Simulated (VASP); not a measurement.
# Bi (P6_3/mmc) in VASP: further runs, part 2 of 2

VASP 6.6.1.

### Step 3. Single point, PBEsol (strain -0.030 along x and y, -0.015 along z)

Contents of INCAR:

```
PREC = Accurate ; ENCUT = 520
EDIFF = 1E-7 ; ISMEAR = 0
SIGMA = 0.15 ; LREAL = F
LASPH = T ; NELM = 60
ALGO = Fast ; ISIF = 2
LWAVE = F ; LCHARG = F
GGA = PS ; NBANDS = 22
```

Contents of KPOINTS:

```
regular mesh
0
Gamma
  12 12 4
```

Contents of POSCAR:

```
Bi
1.0
    4.4028302907      0.0000000000      0.0000000000
   -2.2014151454      3.8129628803      0.0000000000
    0.0000000000      0.0000000000     11.6515650000
Bi
2
Direct
    0.3333333333      0.6666666667      0.2500000000
    0.6666666667      0.3333333333      0.7500000000
```

Potentials or basis: VASP PAW PBE potentials, release 64 (Bi_d).

Started as:

```sh
$ cat potpaw_PBE.64/Bi_d/POTCAR > POTCAR
$ mpirun -np 1 vasp_std > vasp.out
```

OUTCAR:

```text
PREC = Accurate
   ENCUT = 520
   EDIFF = 1E-7
   ISMEAR = 0
   LREAL = F
   LASPH = T
   NELM = 60
   ISIF = 2
   GGA = PS

 ion  position               nearest neighbor table
   1  0.333  0.667  0.250-
   2  0.667  0.333  0.750-

  LATTYP: Found a hexagonal cell.
 ALAT       =     4.4028302907
 C/A-ratio  =     2.6463806758

  Lattice vectors:

 A1 = (   4.4028302907,   0.0000000000,   0.0000000000)
 A2 = (  -2.2014151454,   3.8129628803,   0.0000000000)
 A3 = (   0.0000000000,   0.0000000000,  11.6515650000)

Analysis of symmetry for initial positions (statically):
=====================================================================
 Subroutine PRICEL returns:
 Original cell was already a primitive cell.

 Routine SETGRP: Setting up the symmetry group for a
 hexagonal supercell.

 Subroutine GETGRP returns: Found 24 space group operations
 (whereof 12 operations were pure point group operations)
 out of a pool of 24 trial point group operations.

The static configuration has the point symmetry D_3d.
 The point group associated with its full space group is D_6h.

Analysis of symmetry for dynamics (positions and initial velocities):
=====================================================================
 Subroutine PRICEL returns:
 Original cell was already a primitive cell.

 Routine SETGRP: Setting up the symmetry group for a
 hexagonal supercell.

 Subroutine GETGRP returns: Found 24 space group operations
 (whereof 12 operations were pure point group operations)
 out of a pool of 24 trial point group operations.

The dynamic configuration has the point symmetry D_3d.
 The point group associated with its full space group is D_6h.

 Subroutine INISYM returns: Found 24 space group operations
 (whereof 12 operations are pure point group operations),
 and found     1 'primitive' translations

----------------------------------------------------------------------------------------

                                     Primitive cell

  volume of cell :     195.6045

  direct lattice vectors                    reciprocal lattice vectors
     4.402830291  0.000000000  0.000000000     0.227126629  0.131131620  0.000000000
    -2.201415145  3.812962880  0.000000000     0.000000000  0.262263240  0.000000000
     0.000000000  0.000000000 11.651565000     0.000000000  0.000000000  0.085825381

  length of vectors
     4.402830291  4.402830291 11.651565000     0.262263240  0.262263240  0.085825381

  position of ions in fractional coordinates (direct lattice)
     0.333333333  0.666666667  0.250000000
     0.666666667  0.333333333  0.750000000

  ion indices of the primitive-cell ions
   primitive index   ion index
                 1           1
                 2           2

----------------------------------------------------------------------------------------

 KPOINTS: regular mesh

Automatic generation of k-mesh.
 Grid dimensions read from file:
 generate k-points for:   12   12    4

 Generating k-lattice:

  Cartesian coordinates                     Fractional coordinates (reciprocal lattice)
     0.018927219  0.010927635  0.000000000     0.083333333  0.000000000  0.000000000
     0.000000000  0.021855270  0.000000000     0.000000000  0.083333333  0.000000000
     0.000000000  0.000000000  0.021456345     0.000000000  0.000000000  0.250000000

  Length of vectors
     0.021855270  0.021855270  0.021456345

  Shift w.r.t. Gamma in fractional coordinates (k-lattice)
     0.000000000  0.000000000  0.000000000

 Subroutine IBZKPT returns following result:
 ===========================================

 Found     57 irreducible k-points:

 Following reciprocal coordinates:
            Coordinates               Weight
  0.000000  0.000000  0.000000      1.000000
  0.083333  0.000000  0.000000      6.000000
  0.166667  0.000000  0.000000      6.000000
  0.250000  0.000000  0.000000      6.000000
  0.333333 -0.000000  0.000000      6.000000
  0.416667 -0.000000  0.000000      6.000000
[... 16 lines left out ...]
  0.250000  0.000000  0.250000     12.000000
  0.333333 -0.000000  0.250000     12.000000
 [... further k-points ...]
   k-points           NKPTS =     57   k-points in BZ     NKDIM =     57   number of bands    NBANDS=     22
   number of dos      NEDOS =    301   number of ions     NIONS =      2
   total plane-waves  NPLWV = 116640
   dimension x,y,z NGX =    36 NGY =   36 NGZ =   90
   dimension x,y,z NGXF=    72 NGYF=   72 NGZF=  180
   ions per type =               2
   NGX,Y,Z   is equivalent  to a cutoff of  13.59, 13.59, 12.84 a.u.
   NGXF,Y,Z  is equivalent  to a cutoff of  27.19, 27.19, 25.68 a.u.
 SYSTEM =  unknown system
   PREC   = accura    normal or accurate (medium, high low for compatibility)
   ISTART =      0    job   : 0-new  1-cont  2-samecut
   ICHARG =      2    charge: 1-file 2-atom 10-const
   ISPIN  =      1    spin polarized calculation?
   LNONCOLLINEAR =      F non collinear calculations
   LSORBIT =      F    spin-orbit coupling
   LASPH  =      T    aspherical Exc in radial PAW
   ENCUT  =  520.0 eV  38.22 Ry    6.18 a.u.   8.19  8.19 21.66*2*pi/ulx,y,z
   NELM   =     60;   NELMIN=  2; NELMDL= -5     # of ELM steps
   EDIFF  = 0.1E-06   stopping-criterion for ELM
   LREAL  =      F    real-space projection
   EDIFFG = 0.1E-05   stopping-criterion for IOM
   NSW    =      0    number of steps for IOM
   IBRION =     -1    ionic relax: 0-MD 1-quasi-New 2-CG
   NFREE  =      0    steps in history (QN), initial steepest desc. (CG)
   ISIF   =      2    stress and relaxation
   ISYM   =      2    0-nonsym 1-usesym 2-fastsym
   POTIM  = 0.5000    time-step for ionic-motion
   TEBEG  =    0.0;   TEEND  =   0.0 temperature during run
   PSTRESS=    0.0 pullay stress
   NELECT =      30.0000    total number of electrons
   NUPDOWN=      -1.0000    fix difference up-down
   EMIN   =  10.00;   EMAX   =-10.00  energy-range for DOS
   EFERMI =   0.00;   METHOD = LEGACY
   ISMEAR =     0;   SIGMA  =   0.15  broadening in eV -4-tet -1-fermi 0-gaus
   EFERMI_NEDOS =   21; number of points for ismear=-14 and -15
   IALGO  =     68    algorithm
   IMIX   =      4    mixing-type and parameters
     AMIX     =   0.40;   BMIX     =  1.00
     AMIX_MAG =   1.60;   BMIX_MAG =  1.00
  volume/ion in A,a.u.               =      97.80       660.00
  Fermi-wavevector in a.u.,A,eV,Ry     =   0.876306  1.655978 10.448074  0.767912
  Thomas-Fermi vector in A             =   1.996097
   LORBIT       =      0    0 simple, 1 ext, 2 COOP (PROOUT), +10 PAW based schemes
   GGA     = PS    functional components
   LHFCALC =     F    Hartree Fock is set to
   AEXX    =    0.0000 exact exchange contribution
   IVDW    =     0    specifies the selected vdW correction
   LEPSILON=     F    determine dielectric tensor
   LRPA    =     F    only Hartree local field effects (RPA)
 non-spin polarized calculation
 RMM-DIIS sequential band-by-band and
 Gauss-broadening in eV      SIGMA  =   0.15
  energy-cutoff  :      520.00
  volume of cell :      195.60
 maximum number of plane-waves:      5305
 NGX is ok and might be reduce to    36
   NGX = 17   NGY = 17   NGZ = 43

 number of electron      29.9999995 magnetization

 Free energy of the ion-electron system (eV)
  ---------------------------------------------------
  ext. energy  EPLUGINS =         0.00000000
  ---------------------------------------------------
  free energy    TOTEN  =        -3.82985832 eV

  energy without entropy =       -3.74917278  energy(sigma->0) =       -3.78951555

 E-fermi :  -0.8396     XC(G=0):  -5.6606

 val. band max:       -0.8458823331   @ k =   0.4167  -0.0000   0.2500
 cond. band min:      -0.8251259479   @ k =   0.2500   0.0833   0.0000
 fundamental gap:      0.0207563851
 Fermi energy:        -0.8395886912

 k-point     1 :       0.0000    0.0000    0.0000
  band No.  band energies     occupation
      1     -23.6374      2.00000
      2     -23.6374      2.00000
      3     -23.6373      2.00000
      4     -23.6373      2.00000
      5     -23.6267      2.00000
      6     -23.6267      2.00000
[... 14 lines left out ...]
     21       4.9501      0.00000
     22       5.1706      0.00000
[... 552 lines left out ...]
  band No.  band energies     occupation
      1     -23.6380      2.00000
      2     -23.6380      2.00000
      3     -23.6294      2.00000
      4     -23.6294      2.00000
      5     -23.6277      2.00000
      6     -23.6277      2.00000
[... 14 lines left out ...]
     21       4.8085      0.00000
     22       5.0765      0.00000

 [... further k-points ...]

------------------------ aborting loop because EDIFF is reached ----------------------------------------

  FORCE on cell =-STRESS in cart. coord.  units (eV):
  Direction    XX          YY          ZZ          XY          YZ          ZX
  --------------------------------------------------------------------------------------
  -------------------------------------------------------------------------------------
  Total       -6.9870006     -6.9870006     -0.5423727      0.0000000     -0.0000000      0.0000000
  in kB      -57.2298464    -57.2298464     -4.4425222      0.0000000     -0.0000000      0.0000000
  external PRESSURE =     -39.6340716 kB  Pullay stress =       0.0000000 kB

 VOLUME and BASIS-vectors are now :
 -----------------------------------------------------------------------------
  energy-cutoff  :      520.00
  volume of cell :      195.60
      direct lattice vectors                 reciprocal lattice vectors
     4.402830291  0.000000000  0.000000000     0.227126629  0.131131620  0.000000000
    -2.201415145  3.812962880  0.000000000     0.000000000  0.262263240  0.000000000
     0.000000000  0.000000000 11.651565000     0.000000000  0.000000000  0.085825381

 POSITION                                       TOTAL-FORCE (eV/Angst)
 -----------------------------------------------------------------------------------
     -0.00000      2.54198      2.91289         0.000000      0.000000      0.000000
      2.20142      1.27099      8.73867        -0.000000     -0.000000      0.000000
 -----------------------------------------------------------------------------------
    total drift:                               -0.000000      0.000000     -0.000000

  FREE ENERGIE OF THE ION-ELECTRON SYSTEM (eV)
  ---------------------------------------------------
  free  energy   TOTEN  =        -3.8298583174 eV

  energy  without entropy=       -3.7491727813  energy(sigma->0) =       -3.78951555
```

OSZICAR:

```text
N       E                     dE             d eps       ncg     rms          rms(c)
DAV:   1     0.267418847657E+03    0.26742E+03   -0.14448E+04  2668   0.119E+03
DAV:   2     0.168808831688E+02   -0.25054E+03   -0.24643E+03  2700   0.325E+02
DAV:   3    -0.314217903309E+01   -0.20023E+02   -0.19774E+02  3018   0.119E+02
DAV:   4    -0.382043540112E+01   -0.67826E+00   -0.67677E+00  3106   0.244E+01
DAV:   5    -0.384381529006E+01   -0.23380E-01   -0.23379E-01  3586   0.417E+00    0.780E-01
RMM:   6    -0.382875840849E+01    0.15057E-01   -0.35199E-02  2752   0.151E+00    0.509E-01
RMM:   7    -0.382878880090E+01   -0.30392E-04   -0.50493E-02  2813   0.135E+00    0.133E-01
RMM:   8    -0.382945023859E+01   -0.66144E-03   -0.56772E-03  2786   0.109E+00    0.563E-02
RMM:   9    -0.382983274103E+01   -0.38250E-03   -0.17181E-03  2875   0.344E-01    0.326E-02
RMM:  10    -0.382981897630E+01    0.13765E-04   -0.62512E-04  2916   0.355E-01    0.303E-03
RMM:  11    -0.382985213355E+01   -0.33157E-04   -0.31546E-04  3827   0.137E-01    0.427E-03
RMM:  12    -0.382985710683E+01   -0.49733E-05   -0.34642E-05  3514   0.503E-02    0.215E-03
RMM:  13    -0.382985817691E+01   -0.10701E-05   -0.86499E-06  3750   0.204E-02    0.839E-04
RMM:  14    -0.382985824536E+01   -0.68453E-07   -0.10174E-06  3004   0.760E-03    0.711E-04
RMM:  15    -0.382985831744E+01   -0.72073E-07   -0.18665E-07  1980   0.375E-03
   1 F= -.38298583E+01 E0= -.37895155E+01  d E =-.806855E-01
```

stdout:

```text
POSCAR found type information on POSCAR Bi
 POSCAR found :  1 types and       2 ions
 scaLAPACK will be used
 -----------------------------------------------------------------------------
|                                                                             |
|                                                                             |
|     You enforced a specific xc type in the INCAR file but a different       |
|     I HOPE YOU KNOW WHAT YOU ARE DOING!                                     |
|                                                                             |
 -----------------------------------------------------------------------------

 LDA part: xc-table for (Slater+PW92), standard interpolation
 POSCAR, INCAR and KPOINTS ok, starting setup
 FFT: planning ... GRIDC
 FFT: planning ... GRID_SOFT
 FFT: planning ... GRID
 WAVECAR not read
 entering main loop
```

It took 3 min on 1 thread of AMD EPYC 9R45 (Zen 5), shared host; peak memory 0.4 GiB.

What came out:

```yaml
Free_energy: -3.8299 eV
Pressure: -4.0 GPa
Band_gap_on_the_k_mesh: zero (band 15 reaches 0.80 eV, above the bottom of band 16 at -1.71 eV)
```

Caveat: the cell differs from its parent crystal (strain -0.030 along x and y, -0.015 along z); the PAW data sets were made with another functional, which shifts forces and pressure a little; spin-orbit coupling is left out, which moves the levels of the heavy elements.

### Step 4. Single point, PBEsol (strain -0.030 along x and y, +0.000 along z)

Contents of INCAR:

```
ALGO     = Fast           # electronic algorithm
EDIFF    = 1E-7           # SCF threshold, eV
ENCUT    = 520            # plane-wave cutoff, eV
GGA      = PS             # functional
ISIF     = 2              # what is computed and relaxed
ISMEAR   = 0              # smearing method
LASPH    = True           # aspherical terms in the spheres
LCHARG   = False          # write CHGCAR
LREAL    = False          # projectors in reciprocal space
LWAVE    = False          # write WAVECAR
NBANDS   = 22             # bands
NELM     = 100            # most SCF steps
PREC     = Accurate       # precision mode
SIGMA    = 0.15           # smearing width, eV
```

Contents of KPOINTS:

```
k-points
0
Gamma
  12 12 4
```

Edit POSCAR of step 3 so:

```diff
@@ -4,3 +4,3 @@
    -2.2014151454      3.8129628803      0.0000000000
-    0.0000000000      0.0000000000     11.6515650000
+    0.0000000000      0.0000000000     11.8290000000
 Bi
```

Started as:

```sh
$ cat potpaw_PBE.64/Bi_d/POTCAR > POTCAR
$ mpirun -np 1 vasp_std > vasp.out
```

Wall time 2.8 min (1 thread of AMD EPYC 9R45 (Zen 5), shared host); peak memory 0.41 GiB.

It converged, with:

```
Free energy            : -3.8227 eV
Pressure               : -3.9 GPa
Band gap on the k mesh : zero (band 15 reaches 0.75 eV, above the bottom of band 16 at -1.77 eV)
```

Stress tensor (GPa, compression positive):
```
-5.65  0.00  0.00
 0.00 -5.65  0.00
 0.00  0.00 -0.38
```

Levels at points of the mesh, in eV from the Fermi level:
```
           k point  band 12  band 13  band 14  band 15  band 16  band 17  band 18  band 19
(0.00, 0.00, 0.00)   -10.43    -0.96    -0.45     1.64     1.64     1.65     1.65     3.03
(0.50, 0.00, 0.00)   -10.01    -1.61    -1.58     0.08     0.23     0.82     0.85     4.72
(0.00, 0.00, 0.50)   -10.43    -0.73    -0.73     1.65     1.65     1.65     1.65     3.82
(0.50, 0.00, 0.50)   -10.01    -1.59    -1.59     0.16     0.16     0.83     0.83     4.68
```

Caveat: the cell differs from its parent crystal (strain -0.030 along x and y, +0.000 along z); the PAW data sets were made with another functional, which shifts forces and pressure a little; spin-orbit coupling is left out, which moves the levels of the heavy elements.

### Step 5. The runs side by side

| cell | gap on the mesh (eV) | pressure (GPa) |
| --- | --- | --- |
| a = 4.403, b = 4.403, c = 11.474 Å, angles 90.0, 90.0, 120.0°, 2 atoms | none | -4.0 |
| a = 4.403, b = 4.403, c = 11.652 Å, angles 90.0, 90.0, 120.0°, 2 atoms | none | -4.0 |
| a = 4.403, b = 4.403, c = 11.829 Å, angles 90.0, 90.0, 120.0°, 2 atoms | none | -3.9 |

Alike in all rows: task single point; level PBEsol; potentials or basis VASP PAW PBE potentials, release 64 (Bi_d); no spin polarisation; k mesh 12 × 12 × 4; cutoff (eV) 520; smearing gaussian 0.15 eV.

Caveats: the PAW data sets were made with another functional, which shifts forces and pressure a little; spin-orbit coupling is left out, which moves the levels of the heavy elements.

Total energies depend on the potentials used, so only differences within one code and one set of settings carry meaning.
